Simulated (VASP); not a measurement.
Here is a VASP 6.6.1 calculation.

Contents of INCAR:

```
SYSTEM = AlCo
PREC = Accurate ; ENCUT = 520
EDIFF = 1E-7 ; ISMEAR = -1
SIGMA = 0.08 ; LREAL = .False.
LASPH = .True. ; NELM = 100
ALGO = Normal ; ISIF = 2
LWAVE = .False. ; LCHARG = .False.
GGA = PE ; NBANDS = 13
```

KPOINTS

```
Automatic mesh
0
Gamma
  14 14 14
  0 0 0
```

Contents of POSCAR:

```
AlCo
1.0
    2.7492902959      0.0000000000      0.0000000000
    0.0000000000      2.7492902959      0.0000000000
    0.0000000000      0.0000000000      2.7492902959
Co Al
1 1
Direct
    0.0000000000      0.0000000000      0.0000000000
    0.5000000000      0.5000000000      0.5000000000
```

Potentials or basis: VASP PAW PBE potentials, release 64 (Co, Al).

Run with:

```console
$ cat potpaw_PBE.64/Co/POTCAR potpaw_PBE.64/Al/POTCAR > POTCAR
$ mpirun -np 1 vasp_std > vasp.out
```

(1) Estimate the pressure.

(2) Predict the band gap on the k mesh.

## Answers

(1) 24.9 GPa.

(2) zero (band 6 reaches 14.49 eV, above the bottom of band 7 at 11.83 eV).
